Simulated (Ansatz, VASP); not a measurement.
**Na3H2 in VASP and in Ansatz**

```
Na H
1.0
     3.43992    0.00000    0.00000
    -1.71996    2.97906    0.00000
     0.00000    0.00000    8.93623
Na H
3 2
Cartesian
  0.0000 0.0000 0.0000
  0.0000 1.9860 6.0808
  1.7200 0.9930 2.8554
  0.0000 1.9860 1.4054
  1.7200 0.9930 7.5308
```

Alike in both runs: functional PBE; k mesh 12 × 12 × 4; occupations gaussian, width 0.1 eV; no spin polarisation.

Ansatz relaxed the structure, and its values are those at the end. VASP's run is a single point on that final structure, the one shown.

```csv
,VASP,Ansatz
version,VASP 6.6.1,Ansatz 0.2.0
potentials or method,"VASP PAW PBE potentials, release 64 (Na_pv, H), cutoff 500 eV","scalar-relativistic, plane waves, PAW"
valence electrons in the cell,23,29
```

|  | VASP | Ansatz | Ansatz less VASP |
| --- | --- | --- | --- |
| gap on the k mesh at the Fermi level (eV) | none | none | - |
| pressure (GPa) | -0.1 | 0.0 | +0.06 |

A gap of «none» marks a metal or a gap that the smearing closes. The functional is the same, so the differences come from potentials, cutoffs and numerics. VASP's potentials hold 23 valence electrons a cell and Ansatz's 29, so a difference there can come from the potentials and not from the codes.
